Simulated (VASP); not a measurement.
Here is a VASP 6.6.1 calculation.

File INCAR:

```
SYSTEM = SiC
PREC = Accurate
ENCUT = 600
EDIFF = 1E-6
ISMEAR = 0
SIGMA = 0.01
LREAL = .False.
LASPH = .True.
NELM = 80
ALGO = Normal
ISIF = 3
LWAVE = .False.
LCHARG = .False.
IBRION = 2
NSW = 100
EDIFFG = -0.002
PSTRESS = 150.0
```

Contents of KPOINTS:

```
regular mesh
0
Gamma
  10 10 10
  0 0 0
```

File POSCAR:

```
SiC
1.0
    2.1644853876      2.1644853876      0.0000000000
   -2.1644853876      2.1644853876      0.0000000000
    0.0000000000      2.1644853876      2.1644853876
Si C
1 1
Direct
    0.0000000000      0.0000000000      0.0000000000
    0.7500000000      0.2500000000      0.5000000000
```

Potentials or basis: VASP PAW LDA potentials, release 64 (Si, C).

The run is started by

```console
$ cat potpaw_LDA.64/Si/POTCAR potpaw_LDA.64/C/POTCAR > POTCAR
$ mpirun -np 1 vasp_std > vasp.out
```

Q: Estimate the relaxed volume.

A: 9.57 Å³/atom.

Q: Predict the relaxed cell.

A: a = 3.003 Å, b = 3.003 Å, c = 3.003 Å, α = 60.00°, β = 60.00°, γ = 90.00°.

The path:
| step | energy change (eV) | largest force (eV/Å) | pressure (GPa) | volume (Å³) |
| --- | --- | --- | --- | --- |
| 1 | 0.0000 | 0.0000 | 0.26 | 20.28 |
| 2 | 0.3058 | 0.0000 | 41.52 | 17.66 |
| 3 | 0.0495 | 0.0000 | 14.66 | 19.17 |
| 4 | 0.0515 | 0.0000 | 14.98 | 19.15 |

Caveat: the cell is relaxed towards a set pressure, so the run minimises the enthalpy, not the energy. Zero-point motion and thermal expansion aren't in these numbers.
